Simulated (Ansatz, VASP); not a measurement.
**One calculation of MnO, two programs**

```
Mn O
1.0
     0.00000    2.17851    2.17851
     2.17851    0.00000    2.17851
     2.17851    2.17851    0.00000
Mn O
1 1
Direct
  0.00000 0.00000 0.00000
  0.50000 0.50000 0.50000
```

Change from the starting cell: volume scaled by 0.94.

Alike in both runs: task single point; functional LDA; k mesh 10 × 10 × 10; occupations fermi-dirac, width 0.05 eV; collinear spin.

```csv
,VASP,Ansatz
version,VASP 6.6.1,Ansatz 0.2.0
potentials or method,"VASP PAW LDA potentials, release 64 (Mn_pv, O), cutoff 520 eV","all-electron LAPW, scalar-relativistic"
```

VASP gave:

```
gap on the k mesh at the Fermi level (eV)                     : none
pressure (GPa)                                                : -13.3
net moment per atom (μB)                                      : 2.15
size of the moment on the site where the two differ most (μB) : 3.93
```

What did Ansatz give for the same quantities?

gap on the k mesh at the Fermi level (eV): none; pressure (GPa): -12.4; net moment per atom (μB): 2.18; size of the moment on the site where the two differ most (μB): 3.96.

LDA's correlation is that of Perdew and Zunger in VASP and of Perdew and Wang (1992) in Ansatz. Site moments also hang on the region over which each program counts them. A gap of «none» marks a metal or a gap that the smearing closes. Ansatz ran all-electron here, and VASP with PAW potentials.
